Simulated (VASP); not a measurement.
# CdS in VASP: notebook

CdS is run at these levels: PBEsol; tasks: single point.

Everything below comes from runs of VASP 6.6.1. Logs are shortened: lines on timing, memory, paths and dates and some standing lists are left out, and cuts for length are marked.

## Step 1: The cell of the first run

Symmetry: P6_3mc, No. 186, hexagonal system. The conventional cell has a = 4.122 Å, b = 4.122 Å, c = 6.717 Å, α = 90.00°, β = 90.00°, γ = 120.00°. Within 3.3 Å of Cd (site symmetry 3m) lie 4 S at 2.52 to 2.53 Å. Within 3.3 Å of S (site symmetry 3m) lie 4 Cd at 2.52 to 2.53 Å.

## Step 2: Single point, PBEsol

Input file INCAR:

```
SYSTEM = CdS
  ALGO = Normal
  EDIFF = 1E-6
  ENCUT = 500
  GGA = PS
  GGA_COMPAT = .False.
  ISIF = 2
  ISMEAR = 0
  LASPH = .True.
  LCHARG = .True.
  LELF = .True.
  LREAL = .False.
  LVHAR = .True.
  LWAVE = .False.
  NBANDS = 46
  NELM = 120
  PREC = Accurate
  SIGMA = 0.1
```

Input file KPOINTS:

```
k-points
0
Gamma
  4 4 4
  0 0 0
```

Input file POSCAR:

```
CdS
1.0
    4.1217336302      0.0000000000      0.0000000000
    0.0000000000      6.7165296201      0.0000000000
    0.0000000000      0.0000000000      7.1390520276
Cd S
4 4
Direct
    0.5000000000      0.0000000000      0.0000000000
    1.0000000000      0.5000000000      0.1666767000
    1.0000000000      0.0000000000      0.5000021000
    0.5000000000      0.5000000000      0.6666648000
    0.5000000000      0.6230000000      0.0000000000
    1.0000000000      0.1230000000      0.1666767000
    1.0000000000      0.6230000000      0.5000021000
    0.5000000000      0.1230000000      0.6666648000
```

Potentials or basis: VASP PAW PBE potentials, release 64 (Cd, S).

Launch:

```bash
> cat potpaw_PBE.64/Cd/POTCAR potpaw_PBE.64/S/POTCAR > POTCAR
> mpirun -np 1 vasp_std > vasp.out
```

OUTCAR:

```text
SYSTEM = CdS
   EDIFF = 1E-6
   ENCUT = 500
   GGA = PS
   ISIF = 2
   ISMEAR = 0
   LASPH = .True.
   LREAL = .False.
   NELM = 120
   PREC = Accurate

 ion  position               nearest neighbor table
   1  0.500  0.000  0.000-   8 2.52   6 2.52   6 2.52   5 2.53
   2  0.000  0.500  0.167-   7 2.52   5 2.52   5 2.52   6 2.53
   3  0.000  0.000  0.500-   6 2.52   8 2.52   8 2.52   7 2.53
   4  0.500  0.500  0.667-   7 2.52   7 2.52   5 2.52   8 2.53
   5  0.500  0.623  0.000-   4 2.52   2 2.52   2 2.52   1 2.53
   6  0.000  0.123  0.167-   3 2.52   1 2.52   1 2.52   2 2.53
   7  0.000  0.623  0.500-   2 2.52   4 2.52   4 2.52   3 2.53
   8  0.500  0.123  0.667-   3 2.52   3 2.52   1 2.52   4 2.53

  LATTYP: Found a simple orthorhombic cell.
 ALAT       =     4.1217336302
 B/A-ratio  =     1.6295399516
 C/A-ratio  =     1.7320507990

  Lattice vectors:

 A1 = (   4.1217336302,   0.0000000000,   0.0000000000)
 A2 = (   0.0000000000,   6.7165296201,   0.0000000000)
 A3 = (   0.0000000000,   0.0000000000,   7.1390520276)

Analysis of symmetry for initial positions (statically):
=====================================================================
 Subroutine PRICEL returns:
 Original cell was already a primitive cell.

 Routine SETGRP: Setting up the symmetry group for a
 simple orthorhombic supercell.

 Subroutine GETGRP returns: Found  4 space group operations
 (whereof  2 operations were pure point group operations)
 out of a pool of  8 trial point group operations.

The static configuration has the point symmetry C_1h.
 The point group associated with its full space group is C_2v.

Analysis of symmetry for dynamics (positions and initial velocities):
=====================================================================
 Subroutine PRICEL returns:
 Original cell was already a primitive cell.

 Routine SETGRP: Setting up the symmetry group for a
 simple orthorhombic supercell.

 Subroutine GETGRP returns: Found  4 space group operations
 (whereof  2 operations were pure point group operations)
 out of a pool of  8 trial point group operations.

The dynamic configuration has the point symmetry C_1h.
 The point group associated with its full space group is C_2v.

 Subroutine INISYM returns: Found  4 space group operations
 (whereof  2 operations are pure point group operations),
 and found     1 'primitive' translations

[... 104 lines left out ...]
   ENCUT  =  500.0 eV  36.75 Ry    6.06 a.u.   7.51 12.25 13.02*2*pi/ulx,y,z
   NELM   =    120;   NELMIN=  2; NELMDL= -5     # of ELM steps
   EDIFF  = 0.1E-05   stopping-criterion for ELM
   LREAL  =      F    real-space projection
   EDIFFG = 0.1E-04   stopping-criterion for IOM
   NSW    =      0    number of steps for IOM
   IBRION =     -1    ionic relax: 0-MD 1-quasi-New 2-CG
   NFREE  =      0    steps in history (QN), initial steepest desc. (CG)
   ISIF   =      2    stress and relaxation
   ISYM   =      2    0-nonsym 1-usesym 2-fastsym
   POTIM  = 0.5000    time-step for ionic-motion
   TEBEG  =    0.0;   TEEND  =   0.0 temperature during run
   PSTRESS=    0.0 pullay stress
   NELECT =      72.0000    total number of electrons
   NUPDOWN=      -1.0000    fix difference up-down
   EMIN   =  10.00;   EMAX   =-10.00  energy-range for DOS
   EFERMI =   0.00;   METHOD = LEGACY
   ISMEAR =     0;   SIGMA  =   0.10  broadening in eV -4-tet -1-fermi 0-gaus
   EFERMI_NEDOS =   21; number of points for ismear=-14 and -15
   IALGO  =     38    algorithm
   IMIX   =      4    mixing-type and parameters
     AMIX     =   0.40;   BMIX     =  1.00
     AMIX_MAG =   1.60;   BMIX_MAG =  1.00
  volume/ion in A,a.u.               =      24.70       166.71
  Fermi-wavevector in a.u.,A,eV,Ry     =   1.169223  2.209510 18.600272  1.367081
  Thomas-Fermi vector in A             =   2.305698
   LORBIT       =      0    0 simple, 1 ext, 2 COOP (PROOUT), +10 PAW based schemes
   GGA     = PS    functional components
   LHFCALC =     F    Hartree Fock is set to
   AEXX    =    0.0000 exact exchange contribution
   IVDW    =     0    specifies the selected vdW correction
   LEPSILON=     F    determine dielectric tensor
   LRPA    =     F    only Hartree local field effects (RPA)
 non-spin polarized calculation
 Gauss-broadening in eV      SIGMA  =   0.10
  energy-cutoff  :      500.00
  volume of cell :      197.64
 maximum number of plane-waves:      5078
   NGX = 15   NGY = 25   NGZ = 27

 number of electron      72.0000001 magnetization

 Free energy of the ion-electron system (eV)
  ---------------------------------------------------
  ext. energy  EPLUGINS =         0.00000000
  ---------------------------------------------------
  free energy    TOTEN  =       -27.24044576 eV

  energy without entropy =      -27.24044576  energy(sigma->0) =      -27.24044576

 E-fermi :   1.6885     XC(G=0):  -9.3883

 val. band max:        1.2527815618   @ k =   0.0000   0.0000   0.0000
 cond. band min:       2.3455619078   @ k =   0.0000   0.0000   0.0000
 fundamental gap:      1.0927803460
 Fermi energy:         1.6884989530

 k-point     1 :       0.0000    0.0000    0.0000
  band No.  band energies     occupation
      1     -11.1639      2.00000
      2     -10.7241      2.00000
      3     -10.7162      2.00000
      4     -10.5840      2.00000
      5      -6.4736      2.00000
      6      -6.4725      2.00000
[... 1165 lines left out ...]
     45       8.5824      0.00000
     46       8.5825      0.00000

 [... further k-points ...]
[... 5 lines left out ...]
  --------------------------------------------------------------------------------------
  -------------------------------------------------------------------------------------
  Total        0.7855088      0.2322474      0.5787996      0.0000000      0.0000000      0.0000000
  in kB        6.3678999      1.8827649      4.6921662      0.0000000      0.0000000      0.0000000
  external PRESSURE =       4.3142770 kB  Pullay stress =       0.0000000 kB

 VOLUME and BASIS-vectors are now :
 -----------------------------------------------------------------------------
  energy-cutoff  :      500.00
  volume of cell :      197.64
      direct lattice vectors                 reciprocal lattice vectors
     4.121733630  0.000000000  0.000000000     0.242616358  0.000000000  0.000000000
     0.000000000  6.716529620  0.000000000     0.000000000  0.148886413  0.000000000
     0.000000000  0.000000000  7.139052028     0.000000000  0.000000000  0.140074620

 POSITION                                       TOTAL-FORCE (eV/Angst)
 -----------------------------------------------------------------------------------
      2.06087      0.00000      0.00000         0.000000     -0.032256     -0.005672
      0.00000      3.35826      1.18991         0.000000     -0.032256      0.005672
      0.00000      0.00000      3.56954         0.000000     -0.032369     -0.005950
      2.06087      3.35826      4.75935         0.000000     -0.032369      0.005950
      2.06087      4.18440      0.00000         0.000000      0.032263     -0.004077
      0.00000      0.82613      1.18991         0.000000      0.032263      0.004077
      0.00000      4.18440      3.56954         0.000000      0.032363     -0.004417
      2.06087      0.82613      4.75935         0.000000      0.032363      0.004417
 -----------------------------------------------------------------------------------
    total drift:                                0.000000     -0.000163     -0.060342

  FREE ENERGIE OF THE ION-ELECTRON SYSTEM (eV)
  ---------------------------------------------------
  free  energy   TOTEN  =       -27.2404457556 eV

  energy  without entropy=      -27.2404457556  energy(sigma->0) =      -27.24044576
```

OSZICAR:

```text
N       E                     dE             d eps       ncg     rms          rms(c)
DAV:   1     0.504954747117E+03    0.50495E+03   -0.34334E+04  2484   0.140E+03
DAV:   2     0.386764568738E+01   -0.50109E+03   -0.48632E+03  2726   0.353E+02
DAV:   3    -0.287561158437E+02   -0.32624E+02   -0.32427E+02  2936   0.879E+01
DAV:   4    -0.292323952610E+02   -0.47628E+00   -0.47557E+00  2856   0.101E+01
DAV:   5    -0.292402792306E+02   -0.78840E-02   -0.78832E-02  2916   0.131E+00    0.157E+01
DAV:   6    -0.272921886105E+02    0.19481E+01   -0.43718E+00  3100   0.170E+01    0.123E+01
DAV:   7    -0.272631641376E+02    0.29024E-01   -0.16841E+00  2770   0.533E+00    0.530E+00
DAV:   8    -0.272451018976E+02    0.18062E-01   -0.28289E-01  2890   0.400E+00    0.822E-01
DAV:   9    -0.272403703006E+02    0.47316E-02   -0.48987E-02  3030   0.209E+00    0.247E-01
DAV:  10    -0.272402605305E+02    0.10977E-03   -0.28205E-03  2856   0.420E-01    0.143E-01
DAV:  11    -0.272402707710E+02   -0.10240E-04   -0.19506E-04  2888   0.709E-02    0.174E-01
DAV:  12    -0.272404674742E+02   -0.19670E-03   -0.28323E-04  2650   0.660E-02    0.203E-01
DAV:  13    -0.272404657919E+02    0.16823E-05   -0.61660E-05  2880   0.504E-02    0.143E-01
DAV:  14    -0.272404600919E+02    0.57001E-05   -0.34293E-06  2258   0.114E-02    0.122E-01
DAV:  15    -0.272404483421E+02    0.11750E-04   -0.15727E-05  2356   0.132E-02    0.670E-02
DAV:  16    -0.272404455370E+02    0.28051E-05   -0.15818E-05  2806   0.151E-02    0.664E-03
DAV:  17    -0.272404457556E+02   -0.21868E-06   -0.11967E-06  1672   0.389E-03
   1 F= -.27240446E+02 E0= -.27240446E+02  d E =-.917166E-11
```

stdout:

```text
POSCAR found type information on POSCAR CdS
 POSCAR found :  2 types and       8 ions
 scaLAPACK will be used
 -----------------------------------------------------------------------------
|                                                                             |
|                                                                             |
|     You enforced a specific xc type in the INCAR file but a different       |
|     I HOPE YOU KNOW WHAT YOU ARE DOING!                                     |
|                                                                             |
 -----------------------------------------------------------------------------

 LDA part: xc-table for (Slater+PW92), standard interpolation
 POSCAR, INCAR and KPOINTS ok, starting setup
 FFT: planning ... GRIDC
 FFT: planning ... GRID_SOFT
 FFT: planning ... GRID
 WAVECAR not read
 entering main loop
```

Run time: 6.3 min. Hardware: 1 thread of Intel Xeon 8259CL, shared host; peak memory 0.37 GiB.

What came out:

| Property | Result |
| --- | --- |
| Free energy | -27.2404 eV |
| Pressure | 0.4 GPa |
| Largest force | 0.033 eV/Å |
| Band gap on the k mesh | 1.09 eV |

Forces in eV/Å, atoms in the order of the input:
```
Cd   0.000 -0.032 -0.006
Cd   0.000 -0.032  0.006
Cd   0.000 -0.032 -0.006
Cd   0.000 -0.032  0.006
S    0.000  0.032 -0.004
S    0.000  0.032  0.004
S    0.000  0.032 -0.004
S    0.000  0.032  0.004
```

Caveat: the PAW data sets were made with another functional, which shifts forces and pressure a little.

## Step 3: Single point, PBEsol

Input file INCAR:

```
  PREC = Accurate
  ENCUT = 500
  EDIFF = 1E-6
  ISMEAR = 0
  SIGMA = 0.02
  LREAL = False
  LASPH = True
  NELM = 120
  ALGO = Normal
  ISIF = 2
  LWAVE = False
  LCHARG = False
  GGA = PS
  NBANDS = 46
  GGA_COMPAT = False
```

Input file KPOINTS:

```
regular mesh
0
Gamma
  8 4 4
```

Input file POSCAR:

```
CdS
1.0
    4.1217336302      0.0000000000      0.0000000000
    0.0000000000      6.7165296201      0.0000000000
    0.0000000000      0.0000000000      7.1407836105
Cd S
4 4
Direct
    0.5000000000     -0.0003961857      0.0000085858
    1.0000000000      0.4996038143      0.1666580808
    1.0000000000     -0.0003961857      0.5000085858
    0.5000000000      0.4996038143      0.6666580808
    0.5000000000      0.6233961857     -0.0000656391
    1.0000000000      0.1233961857      0.1667323057
    1.0000000000      0.6233961857      0.4999343609
    0.5000000000      0.1233961857      0.6667323057
```

Potentials or basis: VASP PAW PBE potentials, release 64 (Cd, S).

Launch:

```bash
> cat potpaw_PBE.64/Cd/POTCAR potpaw_PBE.64/S/POTCAR > POTCAR
> mpirun -np 1 vasp_std > vasp.out
```

Wall time 11 min (1 thread of Intel Xeon 8259CL, shared host); peak memory 0.45 GiB.

It converged, with:

* Free energy: -27.2648 eV
* Pressure: 0.4 GPa
* Band gap on the k mesh: 1.09 eV

Levels at points of the mesh, in eV from the valence-band top:
| k point | band 34 | band 35 | band 36 | band 37 | band 38 | band 39 |
| --- | --- | --- | --- | --- | --- | --- |
| (0.00, 0.00, 0.00) | -0.05 | 0.00 | 0.00 | 1.09 | 2.69 | 3.64 |
| (0.50, 0.00, 0.00) | -1.35 | -1.27 | -1.27 | 4.40 | 4.40 | 4.79 |
| (0.00, 0.50, 0.00) | -0.40 | -0.40 | -0.40 | 2.76 | 2.76 | 3.35 |
| (0.50, 0.50, 0.00) | -1.23 | -1.23 | -1.23 | 4.17 | 4.17 | 4.17 |
| (0.00, 0.00, 0.50) | -0.52 | -0.39 | -0.39 | 2.91 | 2.91 | 3.93 |
| (0.50, 0.00, 0.50) | -1.35 | -0.78 | -0.78 | 3.63 | 3.63 | 3.76 |
| (0.00, 0.50, 0.50) | -0.92 | -0.92 | -0.92 | 3.74 | 3.74 | 3.74 |
| (0.50, 0.50, 0.50) | -1.38 | -1.38 | -1.38 | 3.35 | 3.35 | 3.35 |

Caveat: the PAW data sets were made with another functional, which shifts forces and pressure a little.
